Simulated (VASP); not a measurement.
A run of VASP 6.6.1 is set up as follows.

Contents of INCAR:

```
SYSTEM = SnO
  ALGO = Normal
  EDIFF = 1E-6
  ENCUT = 600
  GGA = PE
  GGA_COMPAT = .False.
  ISIF = 2
  ISMEAR = -1
  LASPH = .True.
  LCHARG = .False.
  LREAL = .False.
  LWAVE = .False.
  NBANDS = 28
  NELM = 120
  PREC = Accurate
  SIGMA = 0.01
```

KPOINTS

```
k-points
0
Gamma
  8 8 6
  0 0 0
```

File POSCAR:

```
SnO
1.0
    3.8400200000      0.0000000000      0.0000000000
    0.0000000000      3.8400200000      0.0000000000
    0.0000000000      0.0000000000      4.8360000000
Sn O
2 2
Direct
    0.0000000000      0.5000000000      0.2385000000
    0.5000000000      0.0000000000      0.7615000000
    0.0000000000      0.0000000000      0.0000000000
    0.5000000000      0.5000000000      0.0000000000
```

Potentials or basis: VASP PAW PBE potentials, release 64 (Sn_d, O).

The run is started by

```console
$ cat potpaw_PBE.64/Sn_d/POTCAR potpaw_PBE.64/O/POTCAR > POTCAR
$ mpirun -np 1 vasp_std > vasp.out
```

Estimate the largest force.

0.195 eV/Å.

What does it give for the pressure?

2.2 GPa.

Predict the band gap on the k mesh.

0.15 eV (least direct gap 1.97 eV).

Forces on the atoms (eV/Å):
```
Sn   0.000  0.000  0.195
Sn   0.000  0.000 -0.195
O    0.000  0.000  0.000
O    0.000  0.000  0.000
```

Caveat: the cell differs from its parent crystal (equal xx and yy strain of +1 %); semilocal functionals underestimate gaps, and a narrow one can read as zero; spin-orbit coupling is left out, which moves the levels of the heavy elements. A k mesh can miss the band edges.
